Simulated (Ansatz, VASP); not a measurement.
## Two plane-wave programs on BaTiO3

```
Ba Ti O
1.0
     3.92813    0.00000    0.00000
     0.00000    3.92813    0.00000
     0.00000    0.00000    3.92813
Ba Ti O
1 1 3
Direct
  0.50046 0.50000 0.50000
  0.01695 0.00000 0.00000
  0.47245 0.00000 0.00000
  0.98646 0.50000 0.00000
  0.98646 0.00000 0.50000
```

Change from the starting cell: mode 1 frozen in at -0.111 Å, equal normal strain along x, y and z -0.0250.

Alike in both runs: task single point; functional PBE; k mesh 8 × 8 × 8; occupations gaussian, width 0.05 eV; no spin polarisation; Hubbard terms Ti d U = 4.0 eV.

|  | VASP | Ansatz |
| --- | --- | --- |
| version | VASP 6.6.1 | Ansatz 0.2.0 |
| potentials or method | VASP PAW PBE potentials, release 64 (Ba_sv, Ti_sv, O), cutoff 520 eV | scalar-relativistic, plane waves, PAW |
| valence electrons in the cell | 40 | 40 |

Ansatz gave:

* gap on the k mesh at the Fermi level (eV): 2.52
* least direct gap on the mesh (eV): 2.81
* pressure (GPa): 16.9
* traceless stress, the component that is largest in VASP (GPa): 3.60
* rms of the force components (eV/Å): 0.426

**Question.** Which values does VASP return?

**Answer.** gap on the k mesh at the Fermi level (eV): 2.43; least direct gap on the mesh (eV): 2.77; pressure (GPa): 21.7; traceless stress, the component that is largest in VASP (GPa): 4.34; rms of the force components (eV/Å): 0.666.

The programs project onto different local orbitals, so the same U acts differently, and such runs can settle in different states. Atom by atom the forces differ by 0.242 eV/Å (rms over components).

Neither program's run includes spin-orbit coupling.
